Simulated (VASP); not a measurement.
Write the native input for VASP 6.6.1 that does the following.

| Quantity | Value |
| --- | --- |
| Task | single point |
| Functional | r2SCAN |
| Potentials or basis | VASP PAW PBE potentials, release 64 (B) |
| Cutoff | 520 eV |
| k mesh | 23 × 23 × 3 |
| Occupations | fermi-dirac, width 0.1 eV |
| Spin | no spin polarisation |
| Dipole correction | no |
| Further INCAR settings | ALGO = Normal; EDIFF = 1e-06; NBANDS = 14 |

The system is B.

```xyz
4
Lattice="1.7304 0.0000 0.0000 -0.8652 1.4986 0.0000 0.0000 0.0000 15.7380" Properties=species:S:1:pos:R:3 pbc="T T T"
B     0.0000    0.0000    0.0000
B     0.0000    0.0000    7.8690
B     0.0000    0.9990    3.9345
B     0.8652    0.4995   11.8035
```

This cell differs from its parent crystal: volume scaled by 1.04.

The input as run:

POSCAR

```
B
1.0
    1.7303855604      0.0000000000      0.0000000000
   -0.8651927802      1.4985578537      0.0000000000
    0.0000000000      0.0000000000     15.7379746631
B
4
Direct
    0.0000000000      0.0000000000      0.0000000000
    0.0000000000      0.0000000000      0.5000000000
    0.3333333333      0.6666666667      0.2500000000
    0.6666666667      0.3333333333      0.7500000000
```

INCAR.step1

```
SYSTEM = B
PREC = Accurate
ENCUT = 520
ISMEAR = -1
SIGMA = 0.1
LREAL = .False.
LASPH = .True.
NELM = 80
NBANDS = 14
GGA = PE
ALGO = Normal
EDIFF = 1E-4
LWAVE = .True.
LCHARG = .False.
```

INCAR.step2

```
SYSTEM = B
PREC = Accurate
ENCUT = 520
EDIFF = 1E-6
ISMEAR = -1
SIGMA = 0.1
LREAL = .False.
LASPH = .True.
NELM = 80
ALGO = Normal
ISIF = 2
LWAVE = .False.
LCHARG = .False.
METAGGA = R2SCAN
LMIXTAU = .True.
NBANDS = 14
ISTART = 1
```

KPOINTS

```
regular mesh
0
Gamma
  23 23 3
  0 0 0
```

Potentials or basis: VASP PAW PBE potentials, release 64 (B).

Launch:

```sh
$ cat potpaw_PBE.64/B/POTCAR > POTCAR
$ cp INCAR.step1 INCAR
$ mpirun -np 1 vasp_std > vasp.out
$ cp INCAR.step2 INCAR
$ mpirun -np 1 vasp_std > vasp.out
```

It gave:

| Quantity | Value |
| --- | --- |
| Pressure | -7.8 GPa |
| Band gap on the k mesh | zero (band 6 reaches 7.92 eV, above the bottom of band 7 at -3.51 eV) |

Caveat: the PAW data sets were made with another functional, which shifts forces and pressure a little.

It took 86 s on 1 thread of Intel(R) Xeon(R) 6975P-C (Granite Rapids), with other jobs on the host, peak memory 0.18 GiB.
